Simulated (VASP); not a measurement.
Input of a VASP 6.6.1 run:

POSCAR

```
MgO2
1.0
    1.5545790256      0.8975366189      3.7231917043
   -1.5545790256      0.8975366189      3.7231917043
    0.0000000000     -1.7950732378      3.7231917043
Mg O
1 2
Direct
    0.0000000000      0.0000000000      0.0000000000
    0.4287860000      0.4287860000      0.4287860000
    0.5712140000      0.5712140000      0.5712140000
```

Contents of INCAR.step1:

```
PREC = Accurate ; ENCUT = 520
ISMEAR = 0 ; SIGMA = 0.05
LREAL = False ; LASPH = True
NELM = 100 ; NBANDS = 14
GGA = PE ; ALGO = Normal
EDIFF = 1E-4 ; LWAVE = True
LCHARG = False
```

INCAR.step2

```
PREC = Accurate ; ENCUT = 520
EDIFF = 1E-6 ; ISMEAR = 0
SIGMA = 0.05 ; LREAL = False
LASPH = True ; NELM = 100
ALGO = Normal ; ISIF = 2
LWAVE = False ; LCHARG = False
METAGGA = R2SCAN ; LMIXTAU = True
NBANDS = 14 ; ISTART = 1
```

File KPOINTS:

```
Automatic mesh
0
Gamma
  12 12 12
```

Potentials or basis: VASP PAW PBE potentials, release 64 (Mg, O).

Run with:

```sh
$ cat potpaw_PBE.64/Mg/POTCAR potpaw_PBE.64/O/POTCAR > POTCAR
$ cp INCAR.step1 INCAR
$ mpirun -np 1 vasp_std > vasp.out
$ cp INCAR.step2 INCAR
$ mpirun -np 1 vasp_std > vasp.out
```

Task: Predict the largest force.

Result: 1.509 eV/Å.

Task: What does it give for the band gap on the k mesh?

Result: 1.54 eV, direct.

Task: Estimate the pressure.

Result: -9.8 GPa.

Stress tensor (GPa, compression positive):
```
  2.48   0.00   0.00
  0.00   2.48   0.00
  0.00   0.00 -34.27
```

Caveat: the PAW data sets were made with another functional, which shifts forces and pressure a little. A k mesh can miss the band edges.
